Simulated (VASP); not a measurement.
Te2Pt:

```
Te Pt
1.0
     4.29654    0.00000    0.00000
    -2.14827    3.72091    0.00000
     0.00000    0.00000    5.39642
Te Pt
2 1
Direct
  0.33333 0.66667 0.24785
  0.66667 0.33333 0.75215
  0.00000 0.00000 0.00000
```

This cell differs from its parent crystal: equal strain along all axes, cell held: +6.0 %.

```yaml
Program: VASP 6.6.1
Task: relaxation of the atoms
Functional: PBE
Dispersion: D3(BJ)
Potentials_or_basis: VASP PAW PBE potentials, release 64 (Te, Pt)
Cutoff: 450 eV
k_mesh: 12 × 12 × 8
Occupations: gaussian, width 0.1 eV
Spin: no spin polarisation
```

At the start: pressure -10.0 GPa; volume 28.76 Å³/atom.

How do energy, volume and symmetry change on relaxing?

Over 4 steps the energy falls by 8.4 meV/atom at a fixed cell; space group P-3m1 (No. 164, to 0.1 Å) before and after.

Step by step:
```tsv
step	energy change (eV)	largest force (eV/Å)	pressure (GPa)
1	0.0000	0.4349	-9.97
2	-0.0150	0.2773	-9.41
3	-0.0250	0.0190	-8.44
4	-0.0251	0.0001	-8.36
```

Final structure:
```
Te Pt
1.0
     4.29654    0.00000    0.00000
    -2.14827    3.72091    0.00000
     0.00000    0.00000    5.39642
Te Pt
2 1
Direct
  0.33333 0.66667 0.23724
  0.66667 0.33333 0.76276
  0.00000 0.00000 0.00000
```

Caveat: the cell differs from its parent crystal (equal strain along all axes, cell held: +6.0 %).
